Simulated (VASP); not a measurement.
# TiO2 (C2/m) in VASP: further runs, part 2 of 2

VASP 6.6.1.

**3. Single point, RPBE**

This run uses another cell than the first one, of 12.96 Å³/atom.

Input file INCAR:

```
  PREC = Accurate
  ENCUT = 520
  EDIFF = 1E-6
  ISMEAR = -1
  SIGMA = 0.05
  LREAL = False
  LASPH = True
  NELM = 80
  ALGO = Normal
  ISIF = 2
  LWAVE = False
  LCHARG = False
  GGA = RP
  NBANDS = 60
```

Input file KPOINTS:

```
Automatic mesh
0
Gamma
  8 8 4
```

Input file POSCAR:

```
TiO2
1.0
    6.2742662098     -1.9204086332      0.0000000000
    6.2742662098      1.9204086332      0.0000000000
   -1.9661460253      0.0000000000      6.4530957747
Ti O
4 8
Direct
    0.9000710000      0.9000710000      0.2896020000
    0.1952860000      0.1952860000      0.2837620000
    0.0999290000      0.0999290000      0.7103980000
    0.8047140000      0.8047140000      0.7162380000
    0.3619310000      0.3619310000      0.2933970000
    0.2634885000      0.2634885000      0.6525000000
    0.8671885000      0.8671885000      0.9952910000
    0.7365115000      0.7365115000      0.3475000000
    0.9416475000      0.9416475000      0.6300210000
    0.1328115000      0.1328115000      0.0047090000
    0.6380690000      0.6380690000      0.7066030000
    0.0583525000      0.0583525000      0.3699790000
```

Potentials or basis: VASP PAW PBE potentials, release 64 (Ti_sv, O).

Started as:

```console
$ cat potpaw_PBE.64/Ti_sv/POTCAR potpaw_PBE.64/O/POTCAR > POTCAR
$ mpirun -np 1 vasp_std > vasp.out
```

OUTCAR:

```text
PREC = Accurate
   ENCUT = 520
   EDIFF = 1E-6
   ISMEAR = -1
   LREAL = False
   LASPH = True
   NELM = 80
   ISIF = 2
   GGA = RP

 ion  position               nearest neighbor table
   1  0.900  0.900  0.290-  12 1.90   7 1.91   5 1.98   5 1.98   8 2.20   9 2.20
   2  0.195  0.195  0.284-  10 1.82  12 1.97   8 2.00   8 2.00   5 2.07   6 2.38
   3  0.100  0.100  0.710-   9 1.90  10 1.91  11 1.98  11 1.98   6 2.20  12 2.20
   4  0.805  0.805  0.716-   7 1.82   9 1.97   6 2.00   6 2.00  11 2.07   8 2.38
   5  0.362  0.362  0.293-   1 1.98   1 1.98   2 2.07
   6  0.263  0.263  0.653-   4 2.00   4 2.00   3 2.20   2 2.38
   7  0.867  0.867  0.995-   4 1.82   1 1.91
   8  0.737  0.737  0.347-   2 2.00   2 2.00   1 2.20   4 2.38
   9  0.942  0.942  0.630-   3 1.90   4 1.97   1 2.20
[... 1744 lines left out ...]
  volume of cell :      155.51
      direct lattice vectors                 reciprocal lattice vectors
     6.274266210 -1.920408633  0.000000000     0.079690594 -0.260361254  0.024280338
     6.274266210  1.920408633  0.000000000     0.079690594  0.260361254  0.024280338
    -1.966146025  0.000000000  6.453095775     0.000000000  0.000000000  0.154964382

 POSITION                                       TOTAL-FORCE (eV/Angst)
 -----------------------------------------------------------------------------------
     10.72517      0.00000      1.86883         0.183526      0.000000     -0.208283
      1.89264      0.00000      1.83114        -0.086000      0.000000     -0.510175
     -0.14278      0.00000      4.58427        -0.183526      0.000000      0.208283
      8.68975      0.00000      4.62195         0.086000      0.000000      0.510175
      3.96484      0.00000      1.89332        -0.159563      0.000000     -0.029639
      2.02348      0.00000      4.21064        -0.088593      0.000000      0.117962
      8.92506      0.00000      6.42271        -0.180469      0.000000     -0.249970
      8.55890      0.00000      2.24245         0.088593      0.000000     -0.117962
     10.57758      0.00000      4.06559         0.168114      0.000000      0.085786
      1.65733      0.00000      0.03039         0.180469      0.000000      0.249970
      6.61754      0.00000      4.55978         0.159563      0.000000      0.029639
      0.00481      0.00000      2.38751        -0.168114      0.000000     -0.085786
 -----------------------------------------------------------------------------------
    total drift:                               -0.000000     -0.000000      0.000000

  FREE ENERGIE OF THE ION-ELECTRON SYSTEM (eV)
  ---------------------------------------------------
  free  energy   TOTEN  =      -103.0020185760 eV

  energy  without entropy=     -103.0020185760  energy(sigma->0) =     -103.00201858
```

stdout:

```text
POSCAR found type information on POSCAR TiO
 POSCAR found :  2 types and      12 ions
 scaLAPACK will be used
 -----------------------------------------------------------------------------
|                                                                             |
|                                                                             |
|     You enforced a specific xc type in the INCAR file but a different       |
|     I HOPE YOU KNOW WHAT YOU ARE DOING!                                     |
|                                                                             |
 -----------------------------------------------------------------------------

 LDA part: xc-table for (Slater+PW92), standard interpolation
 POSCAR, INCAR and KPOINTS ok, starting setup
 FFT: planning ... GRIDC
 FFT: planning ... GRID_SOFT
 FFT: planning ... GRID
 WAVECAR not read
 entering main loop
```

It took 39 min on 1 thread of Oxide Virtual Turin-like, shared host; peak memory 0.65 GiB.

What came out:

| Property | Result |
| --- | --- |
| Free energy | -103.0020 eV |
| Pressure | -6.7 GPa |
| Largest force | 0.517 eV/Å |
| Band gap on the k mesh | 2.56 eV (least direct gap 2.71 eV) |

Forces on the atoms (eV/Å):
```
Ti   0.184  0.000 -0.208
Ti  -0.086  0.000 -0.510
Ti  -0.184  0.000  0.208
Ti   0.086  0.000  0.510
O   -0.160  0.000 -0.030
O   -0.089  0.000  0.118
O   -0.180  0.000 -0.250
O    0.089  0.000 -0.118
O    0.168  0.000  0.086
O    0.180  0.000  0.250
O    0.160  0.000  0.030
O   -0.168  0.000 -0.086
```

Stress tensor (GPa, compression positive):
```
-6.55  0.00 -0.28
 0.00 -6.32  0.00
-0.28  0.00 -7.14
```

Caveat: the cell stands under tension; the PAW data sets were made with another functional, which shifts forces and pressure a little. A k mesh can miss the band edges.

**4. Single point, PBE**

This run uses another cell than the first one, of 12.16 Å³/atom.

Input file INCAR:

```
SYSTEM = TiO2
ALGO = Normal ; EDIFF = 1E-7
ENCUT = 520 ; GGA = PE
ISIF = 2 ; ISMEAR = -1
LASPH = .TRUE. ; LCHARG = .FALSE.
LREAL = .FALSE. ; LWAVE = .FALSE.
NBANDS = 60 ; NELM = 80
PREC = Accurate ; SIGMA = 0.05
```

Input file KPOINTS:

```
k-points
0
G
  8 8 4
  0 0 0
```

Input file POSCAR:

```
TiO2
1.0
    6.1346839367     -1.8776729694     -0.0063739332
    6.1346839367      1.8776729694     -0.0063739332
   -1.9289611941      0.0000000000      6.3378480318
Ti O
4 8
Direct
    0.8993947705      0.8993947705      0.2898296057
    0.1939081787      0.1939081787      0.2810793685
    0.1006052295      0.1006052295      0.7101703943
    0.8060918213      0.8060918213      0.7189206315
    0.3613148515      0.3613148515      0.2932114066
    0.2644172131      0.2644172131      0.6547368360
    0.8674479649      0.8674479649      0.9966229498
    0.7355827869      0.7355827869      0.3452631640
    0.9419431047      0.9419431047      0.6303157490
    0.1325520351      0.1325520351      0.0033770502
    0.6386851485      0.6386851485      0.7067885934
    0.0580568953      0.0580568953      0.3696842510
```

Started as:

```console
$ cat potpaw_PBE.64/Ti_sv/POTCAR potpaw_PBE.64/O/POTCAR > POTCAR
$ mpirun -np 1 vasp_std > vasp.out
```

It took 37 min on 1 thread of Oxide Virtual Turin-like, shared host; peak memory 0.61 GiB.

Results (log left out):

| Quantity | Value |
| --- | --- |
| Free energy | -107.7987 eV |
| Pressure | 0.6 GPa |
| Largest force | 0.080 eV/Å |
| Band gap on the k mesh | 2.75 eV (least direct gap 2.93 eV) |

Forces on the atoms (eV/Å):
```
Ti  -0.025  0.000  0.024
Ti   0.004  0.000  0.080
Ti   0.025  0.000 -0.024
Ti  -0.004  0.000 -0.080
O    0.010  0.000  0.000
O   -0.001  0.000 -0.016
O    0.015  0.000  0.048
O    0.001  0.000  0.016
O   -0.022  0.000 -0.015
O   -0.015  0.000 -0.048
O   -0.010  0.000  0.000
O    0.022  0.000  0.015
```

Stress tensor (GPa, compression positive):
```
0.61 0.00 0.04
0.00 0.56 0.00
0.04 0.00 0.67
```

Levels at points of the mesh, in eV from the valence-band top:
```tsv
k point	band 46	band 47	band 48	band 49	band 50	band 51
(0.00, 0.00, 0.00)	-0.73	-0.34	-0.19	2.75	3.10	3.32
(0.50, 0.00, 0.00)	-0.47	-0.22	-0.13	3.13	3.19	3.61
(0.50, 0.50, 0.00)	-0.61	-0.39	-0.13	2.90	2.93	3.45
(0.00, 0.00, 0.50)	-0.65	-0.58	-0.42	2.87	3.13	3.31
(0.50, 0.00, 0.50)	-0.52	-0.09	-0.01	3.18	3.22	3.47
(0.50, 0.50, 0.50)	-0.40	-0.21	-0.20	3.01	3.11	3.27
```

A k mesh can miss the band edges.

**5. Overview**

| level | cell | gap on the mesh (eV) | pressure (GPa) | largest force (eV/Å) |
| --- | --- | --- | --- | --- |
| r2SCAN | a = 6.392, b = 6.392, c = 6.572 Å, angles 106.2, 106.2, 34.0°, 12 atoms, atomic positions A | 3.21 | -0.5 | 0.10 |
| RPBE | a = 6.562, b = 6.562, c = 6.746 Å, angles 106.2, 106.2, 34.0°, 12 atoms, atomic positions A | 2.56 | -6.7 | 0.52 |
| PBE | a = 6.416, b = 6.416, c = 6.625 Å, angles 106.2, 106.2, 34.0°, 12 atoms, atomic positions B | 2.75 | 0.6 | 0.08 |

Alike in all rows: task single point; potentials or basis VASP PAW PBE potentials, release 64 (Ti_sv, O); no spin polarisation; k mesh 8 × 8 × 4; cutoff (eV) 520; smearing fermi-dirac 0.05 eV.

Caveats: the PAW data sets were made with another functional, which shifts forces and pressure a little (at least some runs); the cell stands under tension (at least some runs).

Total energies depend on the potentials used, so only differences within one code and one set of settings carry meaning.
